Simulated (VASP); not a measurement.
A run of VASP 6.6.1 is set up as follows.

File INCAR:

```
ALGO = Normal
EDIFF = 1E-6
ENCUT = 520
GGA = PE
ISIF = 2
ISMEAR = -1
LASPH = True
LCHARG = True
LELF = True
LREAL = False
LVHAR = True
LWAVE = False
NBANDS = 10
NELM = 60
PREC = Accurate
SIGMA = 0.05
```

File KPOINTS:

```
k-points
0
Gamma
  10 10 10
```

POSCAR

```
Rb
1.0
    0.0000000000      3.5730106134      3.5730106134
    3.5730106134      0.0000000000      3.5730106134
    3.5730106134      3.5730106134      0.0000000000
Rb
1
Direct
    0.0000000000      0.0000000000      0.0000000000
```

Potentials or basis: VASP PAW PBE potentials, release 64 (Rb_sv).

Run with:

```sh
$ cat potpaw_PBE.64/Rb_sv/POTCAR > POTCAR
$ mpirun -np 1 vasp_std > vasp.out
```

Q: Predict the band gap on the k mesh.

A: Zero (an odd number of electrons rules out a gap without spin polarisation).

Q: Estimate the pressure.

A: 0.0 GPa.
